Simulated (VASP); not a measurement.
# Sc2GeTe4: single point with PBE

Sc2GeTe4:

```
CELL_PARAMETERS angstrom
2.09604 1.21015 13.73034
-2.09604 1.21015 13.73034
0.00000 -2.42030 13.73034
ATOMIC_POSITIONS crystal
Sc 0.57838 0.57838 0.57838
Sc 0.42162 0.42162 0.42162
Ge 0.00000 0.00000 0.00000
Te 0.87528 0.87528 0.87528
Te 0.12472 0.12472 0.12472
Te 0.70872 0.70872 0.70872
Te 0.29128 0.29128 0.29128
```

- Program: VASP 6.6.1
- Task: single point
- Functional: PBE
- Potentials or basis: VASP PAW PBE potentials, release 64 (Sc_sv, Ge_d, Te)
- Cutoff: 520 eV
- k mesh: 5 × 5 × 5
- Occupations: gaussian, width 0.2 eV
- Spin: no spin polarisation
- Dipole correction: no
- Further INCAR settings: ALGO = Normal; EDIFF = 1e-06; NBANDS = 39

* Pressure: 0.3 GPa
* Largest force: 0.024 eV/Å
* Band gap on the k mesh: 0.85 eV (least direct gap 1.16 eV)

Forces on the atoms (eV/Å):
```
Sc   0.000  0.000 -0.024
Sc   0.000  0.000  0.024
Ge   0.000  0.000  0.000
Te   0.000  0.000 -0.018
Te   0.000  0.000  0.018
Te   0.000  0.000 -0.001
Te   0.000  0.000  0.001
```

Stress tensor (GPa, compression positive):
```
0.13 0.00 0.00
0.00 0.13 0.00
0.00 0.00 0.76
```

Levels at points of the mesh, in eV from the valence-band top:
```csv
k point,band 28,band 29,band 30,band 31,band 32,band 33
"(0.00, 0.00, 0.00)",-0.50,-0.44,-0.44,1.17,1.17,1.22
```

Wall time 48 min on 1 thread of Oxide Virtual Turin-like Processor, with other jobs on the host, peak memory 2 GiB.

Caveat: spin-orbit coupling is left out, which moves the levels of the heavy elements. A k mesh can miss the band edges.
